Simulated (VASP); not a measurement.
Set up this calculation in VASP 6.6.1, as the native input.

| Property | Result |
| --- | --- |
| Task | single point |
| Functional | LDA |
| Potentials or basis | VASP PAW LDA potentials, release 64 (In_d, Sb) |
| Cutoff | 500 eV |
| k mesh | 4 × 4 × 4 |
| Occupations | fermi-dirac, width 0.1 eV |
| Spin | no spin polarisation |
| Dipole correction | no |
| Further INCAR settings | ALGO = Normal; EDIFF = 1e-06; NBANDS = 22 |

The structure of InSb3 lies in POSCAR:

```
InSb3
1.0
    0.0000000000      3.7945550000      3.7945550000
    3.7945550000      0.0000000000      3.7945550000
    3.7945550000      3.7945550000      0.0000000000
In Sb
1 3
Direct
    0.0000000000      0.0000000000      0.0000000000
    0.2500000000      0.2500000000      0.2500000000
    0.7368232243      0.7631767757      0.7368232243
    0.5000000000      0.5000000000      0.5000000000
```

The input as run:

INCAR

```
PREC = Accurate ; ENCUT = 500
EDIFF = 1E-6 ; ISMEAR = -1
SIGMA = 0.1 ; LREAL = False
LASPH = True ; NELM = 120
ALGO = Normal ; ISIF = 2
LWAVE = False ; LCHARG = True
LELF = True ; LVHAR = True
NBANDS = 22 ; GGA_COMPAT = False
```

KPOINTS

```
Automatic mesh
0
Gamma
  4 4 4
```

Potentials or basis: VASP PAW LDA potentials, release 64 (In_d, Sb).

The run is started by

```sh
$ cat potpaw_LDA.64/In_d/POTCAR potpaw_LDA.64/Sb/POTCAR > POTCAR
$ mpirun -np 1 vasp_std > vasp.out
```

It gave:

```json
{
  "Pressure": "-5.0 GPa",
  "Largest force": "0.067 eV/Å",
  "Band gap on the k mesh": "zero (band 14 reaches 8.95 eV, above the bottom of band 15 at 5.64 eV)"
}
```

Caveat: spin-orbit coupling is left out, which moves the levels of the heavy elements.

It took 39 s on 1 thread of Intel Xeon 6975P-C (shared host), peak memory 0.21 GiB.
